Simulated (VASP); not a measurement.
# Zn in VASP: notebook

Zn is run at these levels: LDA; tasks: single point.

Program: VASP 6.6.1. These are calculated values, not measurements. Logs are shortened: lines on timing, memory, paths and dates and some standing lists are left out, and cuts for length are marked.

### 1 The cell of the first run

It takes space group I4/mmm (No. 139, tetragonal). The conventional cell has a = 3.132 Å, b = 3.132 Å, c = 3.011 Å, α = 90.00°, β = 90.00°, γ = 90.00°. Within 3.5 Å of Zn (site symmetry 4/mmm) lie 14 Zn at 2.68 to 3.13 Å.

### 2 Single point, LDA (normal strain along x +0.0400, normal strain along z +0.0400)

INCAR reads:

```
SYSTEM = Zn
PREC     = Accurate       ! precision mode
ENCUT    = 520            ! plane-wave cutoff, eV
EDIFF    = 1E-6           ! SCF threshold, eV
ISMEAR   = 0              ! smearing method
SIGMA    = 0.15           ! smearing width, eV
LREAL    = .False.        ! projectors in reciprocal space
LASPH    = .True.         ! aspherical terms in the spheres
NELM     = 100            ! most SCF steps
ALGO     = Normal         ! electronic algorithm
ISIF     = 2              ! what is computed and relaxed
LWAVE    = .False.        ! write WAVECAR
LCHARG   = .False.        ! write CHGCAR
NBANDS   = 12             ! bands
```

KPOINTS reads:

```
Automatic mesh
0
Gamma
  20 20 20
  0 0 0
```

POSCAR reads:

```
Zn
1.0
   -1.5658642346      1.5056386871      1.5658642346
    1.5658642346     -1.5056386871      1.5658642346
    1.5658642346      1.5056386871     -1.5658642346
Zn
1
Direct
    0.0000000000      0.0000000000      0.0000000000
```

Potentials or basis: VASP PAW LDA potentials, release 64 (Zn).

On the command line:

```
$ cat potpaw_LDA.64/Zn/POTCAR > POTCAR
$ mpirun -np 1 vasp_std > vasp.out
```

OUTCAR:

```text
SYSTEM = Zn
   PREC = Accurate
   ENCUT = 520
   EDIFF = 1E-6
   ISMEAR = 0
   LREAL = .False.
   LASPH = .True.
   NELM = 100
   ISIF = 2

 ion  position               nearest neighbor table
   1  0.000  0.000  0.000-

  LATTYP: Found a body centered tetragonal cell.
 ALAT       =     3.1317284692
 C/A-ratio  =     0.9615384615

  Lattice vectors:

 A1 = (  -1.5658642346,  -1.5056386871,   1.5658642346)
 A2 = (   1.5658642346,  -1.5056386871,  -1.5658642346)
 A3 = (   1.5658642346,   1.5056386871,   1.5658642346)

Analysis of symmetry for initial positions (statically):
=====================================================================
 Subroutine PRICEL returns:
 Original cell was already a primitive cell.

 Routine SETGRP: Setting up the symmetry group for a
 body centered tetragonal supercell.

 Subroutine GETGRP returns: Found 16 space group operations
 (whereof 16 operations were pure point group operations)
 out of a pool of 16 trial point group operations.

The static configuration has the point symmetry D_4h.

Analysis of symmetry for dynamics (positions and initial velocities):
=====================================================================
 Subroutine PRICEL returns:
 Original cell was already a primitive cell.

 Routine SETGRP: Setting up the symmetry group for a
 body centered tetragonal supercell.

 Subroutine GETGRP returns: Found 16 space group operations
 (whereof 16 operations were pure point group operations)
 out of a pool of 16 trial point group operations.

The dynamic configuration has the point symmetry D_4h.

 Subroutine INISYM returns: Found 16 space group operations
 (whereof 16 operations are pure point group operations),
 and found     1 'primitive' translations

----------------------------------------------------------------------------------------

                                     Primitive cell

  volume of cell :      14.7669

  direct lattice vectors                    reciprocal lattice vectors
    -1.565864235  1.505638687  1.565864235     0.000000000  0.332084984  0.319312485
     1.565864235 -1.505638687  1.565864235     0.319312485  0.000000000  0.319312485
     1.565864235  1.505638687 -1.565864235     0.319312485  0.332084984  0.000000000

  length of vectors
     2.677836712  2.677836712  2.677836712     0.460696104  0.451576047  0.460696104

  position of ions in fractional coordinates (direct lattice)
     0.000000000  0.000000000  0.000000000

  ion indices of the primitive-cell ions
   primitive index   ion index
                 1           1

----------------------------------------------------------------------------------------

 KPOINTS: Automatic mesh

Automatic generation of k-mesh.
 Grid dimensions read from file:
 generate k-points for:   20   20   20

 Generating k-lattice:

  Cartesian coordinates                     Fractional coordinates (reciprocal lattice)
     0.000000000  0.016604249  0.015965624     0.050000000  0.000000000 -0.000000000
     0.015965624  0.000000000  0.015965624     0.000000000  0.050000000  0.000000000
     0.015965624  0.016604249  0.000000000    -0.000000000  0.000000000  0.050000000

  Length of vectors
     0.023034805  0.022578802  0.023034805

  Shift w.r.t. Gamma in fractional coordinates (k-lattice)
     0.000000000  0.000000000  0.000000000

 Subroutine IBZKPT returns following result:
 ===========================================

 Found    641 irreducible k-points:

 Following reciprocal coordinates:
            Coordinates               Weight
  0.000000  0.000000  0.000000      1.000000
  0.050000  0.000000 -0.000000      8.000000
  0.100000  0.000000 -0.000000      8.000000
  0.150000 -0.000000  0.000000      8.000000
  0.200000  0.000000 -0.000000      8.000000
  0.250000 -0.000000  0.000000      8.000000
[... 16 lines left out ...]
 -0.450000  0.050000  0.000000     16.000000
 -0.400000  0.050000  0.000000     16.000000
 [... further k-points ...]
   k-points           NKPTS =    641   k-points in BZ     NKDIM =    641   number of bands    NBANDS=     12
   number of dos      NEDOS =    301   number of ions     NIONS =      1
   total plane-waves  NPLWV =   8000
   dimension x,y,z NGX =    20 NGY =   20 NGZ =   20
   dimension x,y,z NGXF=    40 NGYF=   40 NGZF=   40
   ions per type =               1
   NGX,Y,Z   is equivalent  to a cutoff of  12.42, 12.42, 12.42 a.u.
   NGXF,Y,Z  is equivalent  to a cutoff of  24.83, 24.83, 24.83 a.u.
 SYSTEM =  Zn
   PREC   = accura    normal or accurate (medium, high low for compatibility)
   ISTART =      0    job   : 0-new  1-cont  2-samecut
   ICHARG =      2    charge: 1-file 2-atom 10-const
   ISPIN  =      1    spin polarized calculation?
   LNONCOLLINEAR =      F non collinear calculations
   LSORBIT =      F    spin-orbit coupling
   LASPH  =      T    aspherical Exc in radial PAW
   ENCUT  =  520.0 eV  38.22 Ry    6.18 a.u.   4.98  4.98  4.98*2*pi/ulx,y,z
   NELM   =    100;   NELMIN=  2; NELMDL= -5     # of ELM steps
   EDIFF  = 0.1E-05   stopping-criterion for ELM
   LREAL  =      F    real-space projection
   EDIFFG = 0.1E-04   stopping-criterion for IOM
   NSW    =      0    number of steps for IOM
   IBRION =     -1    ionic relax: 0-MD 1-quasi-New 2-CG
   NFREE  =      0    steps in history (QN), initial steepest desc. (CG)
   ISIF   =      2    stress and relaxation
   ISYM   =      2    0-nonsym 1-usesym 2-fastsym
   POTIM  = 0.5000    time-step for ionic-motion
   TEBEG  =    0.0;   TEEND  =   0.0 temperature during run
   PSTRESS=    0.0 pullay stress
   NELECT =      12.0000    total number of electrons
   NUPDOWN=      -1.0000    fix difference up-down
   EMIN   =  10.00;   EMAX   =-10.00  energy-range for DOS
   EFERMI =   0.00;   METHOD = LEGACY
   ISMEAR =     0;   SIGMA  =   0.15  broadening in eV -4-tet -1-fermi 0-gaus
   EFERMI_NEDOS =   21; number of points for ismear=-14 and -15
   IALGO  =     38    algorithm
   IMIX   =      4    mixing-type and parameters
     AMIX     =   0.40;   BMIX     =  1.00
     AMIX_MAG =   1.60;   BMIX_MAG =  1.00
  volume/ion in A,a.u.               =      14.77        99.65
  Fermi-wavevector in a.u.,A,eV,Ry     =   1.527703  2.886940 31.754316  2.333876
  Thomas-Fermi vector in A             =   2.635563
   LORBIT       =      0    0 simple, 1 ext, 2 COOP (PROOUT), +10 PAW based schemes
   GGA     = CA    functional components
   LHFCALC =     F    Hartree Fock is set to
   AEXX    =    0.0000 exact exchange contribution
   IVDW    =     0    specifies the selected vdW correction
   LEPSILON=     F    determine dielectric tensor
   LRPA    =     F    only Hartree local field effects (RPA)
 non-spin polarized calculation
 Gauss-broadening in eV      SIGMA  =   0.15
  energy-cutoff  :      520.00
  volume of cell :       14.77
 maximum number of plane-waves:       412
   NGX =  9   NGY =  9   NGZ =  9

 number of electron      12.0000005 magnetization

 Free energy of the ion-electron system (eV)
  ---------------------------------------------------
  ext. energy  EPLUGINS =         0.00000000
  ---------------------------------------------------
  free energy    TOTEN  =        -1.76266518 eV

  energy without entropy =       -1.75941212  energy(sigma->0) =       -1.76103865

 E-fermi :   3.1982     XC(G=0): -12.0577

 val. band max:        3.1840966489   @ k =   0.4000   0.1500  -0.0000
 cond. band min:       3.2030966698   @ k =   0.1000   0.4000   0.0000
 fundamental gap:      0.0190000209
 Fermi energy:         3.1982404487

 k-point     1 :       0.0000    0.0000    0.0000
  band No.  band energies     occupation
      1      -7.5219      2.00000
      2      -4.8276      2.00000
      3      -4.7486      2.00000
      4      -4.7486      2.00000
      5      -4.2720      2.00000
      6      -4.1993      2.00000
      7      22.2883      0.00000
      8      22.2883      0.00000
      9      23.0806      0.00000
     10      24.3991      0.00000
     11      24.3991      0.00000
     12      24.9540      0.00000

 k-point     2 :       0.0500    0.0000   -0.0000
  band No.  band energies     occupation
      1      -7.4392      2.00000
      2      -4.8232      2.00000
      3      -4.7474      2.00000
      4      -4.7411      2.00000
      5      -4.2721      2.00000
      6      -4.2056      2.00000
      7      21.6499      0.00000
      8      21.6623      0.00000
      9      22.1630      0.00000
     10      23.5518      0.00000
     11      23.6878      0.00000
     12      24.5681      0.00000

 k-point     3 :       0.1000    0.0000   -0.0000
  band No.  band energies     occupation
      1      -7.1941      2.00000
      2      -4.8314      2.00000
      3      -4.7434      2.00000
      4      -4.6980      2.00000
      5      -4.2735      2.00000
      6      -4.2199      2.00000
      7      19.3166      0.00000
      8      20.4578      0.00000
      9      21.0437      0.00000
     10      22.6271      0.00000
     11      22.8547      0.00000
     12      24.6388      0.00000

 k-point     4 :       0.1500   -0.0000    0.0000
  band No.  band energies     occupation
      1      -6.7982      2.00000
      2      -4.8634      2.00000
      3      -4.7311      2.00000
      4      -4.6100      2.00000
      5      -4.2790      2.00000
      6      -4.2308      2.00000
      7      16.6980      0.00000
      8      19.2171      0.00000
      9      19.9543      0.00000
     10      21.6560      0.00000
     11      22.2185      0.00000
     12      25.0292      0.00000

 k-point     5 :       0.2000    0.0000   -0.0000
  band No.  band energies     occupation
      1      -6.2880      2.00000
      2      -4.9093      2.00000
      3      -4.6807      2.00000
      4      -4.4904      2.00000
      5      -4.2864      2.00000
      6      -4.2306      2.00000
      7      14.1427      0.00000
      8      18.0508      0.00000
      9      18.9236      0.00000
     10      20.8234      0.00000
     11      21.6559      0.00000
     12      25.6261      0.00000
[... 228 lines left out ...]
      1      -5.4508      2.00000
      2      -5.1230      2.00000
      3      -4.2578      2.00000
      4      -4.1795      2.00000
      5      -3.9030      2.00000
      6       0.2333      2.00000
      7       2.7640      1.99996
      8      13.8222      0.00000
      9      15.3764      0.00000
     10      19.2587      0.00000
     11      20.8658      0.00000
     12      30.7836      0.00000

 k-point    22 :       0.5000    0.0500    0.0000
  band No.  band energies     occupation
      1      -5.4511      2.00000
      2      -5.1234      2.00000
      3      -4.2644      2.00000
      4      -4.1714      2.00000
      5      -3.9031      2.00000
      6       0.2748      2.00000
      7       2.7158      1.99999
      8      13.8561      0.00000
      9      15.3588      0.00000
     10      19.2644      0.00000
     11      20.8276      0.00000
     12      29.8602      0.00000

 k-point    23 :      -0.4500    0.0500    0.0000
  band No.  band energies     occupation
      1      -5.4357      2.00000
      2      -5.1075      2.00000
      3      -4.2744      2.00000
      4      -4.1727      2.00000
      5      -3.9541      2.00000
      6      -0.9809      2.00000
      7       4.2876      0.00000
      8      14.0951      0.00000
      9      15.5198      0.00000
     10      19.3905      0.00000
     11      20.8743      0.00000
     12      28.7893      0.00000

 k-point    24 :      -0.4000    0.0500    0.0000
  band No.  band energies     occupation
      1      -5.4161      2.00000
      2      -5.0768      2.00000
      3      -4.2859      2.00000
      4      -4.1852      2.00000
      5      -4.0497      2.00000
      6      -2.2427      2.00000
      7       6.1978      0.00000
      8      14.5343      0.00000
      9      15.8549      0.00000
     10      19.6404      0.00000
     11      21.0068      0.00000
     12      27.7424      0.00000

 [... further k-points ...]

------------------------ aborting loop because EDIFF is reached ----------------------------------------

  FORCE on cell =-STRESS in cart. coord.  units (eV):
  Direction    XX          YY          ZZ          XY          YZ          ZX
  --------------------------------------------------------------------------------------
  -------------------------------------------------------------------------------------
  Total       -0.4424631     -0.6342534     -0.4424631     -0.0000000      0.0000000      0.0000000
  in kB      -48.0063453    -68.8152096    -48.0063453     -0.0000000      0.0000000      0.0000000
  external PRESSURE =     -54.9426334 kB  Pullay stress =       0.0000000 kB

 VOLUME and BASIS-vectors are now :
 -----------------------------------------------------------------------------
  energy-cutoff  :      520.00
  volume of cell :       14.77
      direct lattice vectors                 reciprocal lattice vectors
    -1.565864235  1.505638687  1.565864235     0.000000000  0.332084984  0.319312485
     1.565864235 -1.505638687  1.565864235     0.319312485  0.000000000  0.319312485
     1.565864235  1.505638687 -1.565864235     0.319312485  0.332084984  0.000000000

 POSITION                                       TOTAL-FORCE (eV/Angst)
 -----------------------------------------------------------------------------------
      0.00000      0.00000      0.00000        -0.000000      0.000000      0.000000
 -----------------------------------------------------------------------------------
    total drift:                                0.000000     -0.000000      0.000000

  FREE ENERGIE OF THE ION-ELECTRON SYSTEM (eV)
  ---------------------------------------------------
  free  energy   TOTEN  =        -1.7626651783 eV

  energy  without entropy=       -1.7594121228  energy(sigma->0) =       -1.76103865
```

Wall time 26 s (1 thread of Intel Xeon 6975P-C (Granite Rapids), shared host); peak memory 0.2 GiB.

What came out:

| Property | Result |
| --- | --- |
| Free energy | -1.7627 eV |
| Pressure | -5.5 GPa |
| Band gap on the k mesh | zero (bands 6 and 7 overlap by 5.04 eV) |

Caveat: the cell differs from its parent crystal (normal strain along x +0.0400, normal strain along z +0.0400); the cell stands under tension.

### 3 Single point, LDA (normal strain along x -0.0400, normal strain along z -0.0267)

INCAR reads:

```
ALGO     = Fast           # electronic algorithm
EDIFF    = 1E-6           # SCF threshold, eV
ENCUT    = 520            # plane-wave cutoff, eV
GGA      = CA             # functional
ISIF     = 2              # what is computed and relaxed
ISMEAR   = 0              # smearing method
LASPH    = True           # aspherical terms in the spheres
LCHARG   = False          # write CHGCAR
LREAL    = False          # projectors in reciprocal space
LWAVE    = False          # write WAVECAR
NBANDS   = 12             # bands
NELM     = 60             # most SCF steps
PREC     = Accurate       # precision mode
SIGMA    = 0.15           # smearing width, eV
```

KPOINTS reads:

```
k-points
0
Gamma
  20 20 20
```

POSCAR reads:

```
Zn
1.0
   -1.4454131396      1.5056386871      1.4654381342
    1.4454131396     -1.5056386871      1.4654381342
    1.4454131396      1.5056386871     -1.4654381342
Zn
1
Direct
    0.0000000000      0.0000000000      0.0000000000
```

Potentials or basis: VASP PAW LDA potentials, release 64 (Zn).

On the command line:

```
$ cat potpaw_LDA.64/Zn/POTCAR > POTCAR
$ mpirun -np 1 vasp_std > vasp.out
```

It took 57 s on 1 thread of Intel Xeon 6975P-C (Granite Rapids), shared host; peak memory 0.27 GiB.

Results (log left out):

```yaml
Free_energy: -1.7562 eV
Pressure: 8.7 GPa
Band_gap_on_the_k_mesh: zero (bands 6 and 7 overlap by 4.69 eV)
```

Stress tensor (GPa, compression positive):
```
 7.65  0.00  0.00
 0.00 10.11  0.00
 0.00  0.00  8.33
```

Levels at points of the mesh, in eV from the Fermi level:
```
           k point  band 3  band 4  band 5  band 6  band 7  band 8  band 9  band 10
(0.00, 0.00, 0.00)   -8.65   -8.58   -7.98   -7.90   21.45   21.54   22.04    22.04
(0.50, 0.00, 0.00)   -8.03   -7.90   -7.48   -3.77   -1.04   13.13   14.34    17.32
(0.00, 0.50, 0.00)   -7.92   -7.85   -7.46   -3.50   -0.58   12.08   13.21    16.33
(0.50, 0.50, 0.00)   -8.01   -7.87   -7.47   -3.68   -0.88   12.77   13.95    16.97
(0.50, 0.50, 0.50)   -7.60   -7.58   -7.57    3.52    4.45    4.94    8.54     9.47
```

Caveat: the cell differs from its parent crystal (normal strain along x -0.0400, normal strain along z -0.0267); the cell stands under pressure.
